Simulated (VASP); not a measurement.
Here is a VASP 6.6.1 calculation.

Contents of INCAR:

```
SYSTEM = Si2GeN4
PREC = Accurate ; ENCUT = 520
EDIFF = 1E-7 ; ISMEAR = -1
SIGMA = 0.02 ; LREAL = .FALSE.
LASPH = .TRUE. ; NELM = 100
ALGO = Normal ; ISIF = 2
LWAVE = .FALSE. ; LCHARG = .TRUE.
GGA = PE ; LELF = .TRUE.
LVHAR = .TRUE. ; NBANDS = 55
```

KPOINTS

```
regular mesh
0
G
  4 8 4
  0 0 0
```

POSCAR

```
Si2GeN4
1.0
    7.7749024599      0.0000000000      0.0142477891
    0.0000000000      2.9618580326      0.0000000000
   -3.8751051110      0.0000000000      6.6845203012
Si Ge N
4 2 8
Direct
    0.5978597713      0.5000000000      0.8269354584
    0.8203997950      0.0000000000      0.2299671567
    0.7625826612      0.0000000000      0.5917754040
    0.4145401169      0.0000000000      0.1770300456
    0.2294900169      0.5000000000      0.4007879818
    0.1732128827      0.5000000000      0.7716607099
    0.3425019845      0.5000000000      0.6722401778
    0.6682760487      0.0000000000      0.3352810830
    0.6955119852      0.5000000000      0.6659685302
    0.6730726268      0.0000000000      0.9690000876
    0.0183322551      0.0000000000      0.7018091866
    0.9580851450      0.5000000000      0.2982129492
    0.2997177954      0.0000000000      0.3175744352
    0.3464169154      0.5000000000      0.0417567942
```

Potentials or basis: VASP PAW PBE potentials, release 64 (Si, Ge_d, N).

The run is started by

```sh
$ cat potpaw_PBE.64/Si/POTCAR potpaw_PBE.64/Ge_d/POTCAR potpaw_PBE.64/N/POTCAR > POTCAR
$ mpirun -np 1 vasp_std > vasp.out
```

Task: Predict the band gap on the k mesh.

Result: 3.76 eV, indirect (least direct gap 3.82 eV).

Task: Estimate the pressure.

Result: 5.5 GPa.

Stress tensor (GPa, compression positive):
```
5.47 0.00 0.04
0.00 5.69 0.00
0.04 0.00 5.40
```

A k mesh can miss the band edges.
